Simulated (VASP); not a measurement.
Input of a VASP 6.6.1 run:

Contents of INCAR:

```
SYSTEM = Gd
PREC = Accurate ; ENCUT = 520
EDIFF = 1E-6 ; ISMEAR = -1
SIGMA = 0.1 ; LREAL = .FALSE.
LASPH = .TRUE. ; NELM = 150
ALGO = Normal ; ISIF = 2
LWAVE = .FALSE. ; LCHARG = .FALSE.
ISPIN = 2 ; MAGMOM = 7 7
LORBIT = 11 ; LMAXMIX = 6
GGA = PE ; NBANDS = 29
```

File KPOINTS:

```
regular mesh
0
G
  7 7 4
  0 0 0
```

File POSCAR:

```
Gd
1.0
    3.6375359200      0.0000000000      0.0000000000
   -1.8187679600      3.1502023300      0.0000000000
    0.0000000000      0.0000000000      5.8096330100
Gd
2
Direct
    0.3333300000      0.6666700000      0.2500000000
    0.6666600000      0.3333300000      0.7500000000
```

Potentials or basis: VASP PAW PBE potentials, release 64 (Gd).

Command:

```sh
$ cat potpaw_PBE.64/Gd/POTCAR > POTCAR
$ mpirun -np 1 vasp_std > vasp.out
```

Estimate the site moments.

Gd +6.97 μB.

Estimate the pressure.

0.4 GPa.

 The state reached can hang on the start; a lower one may exist.
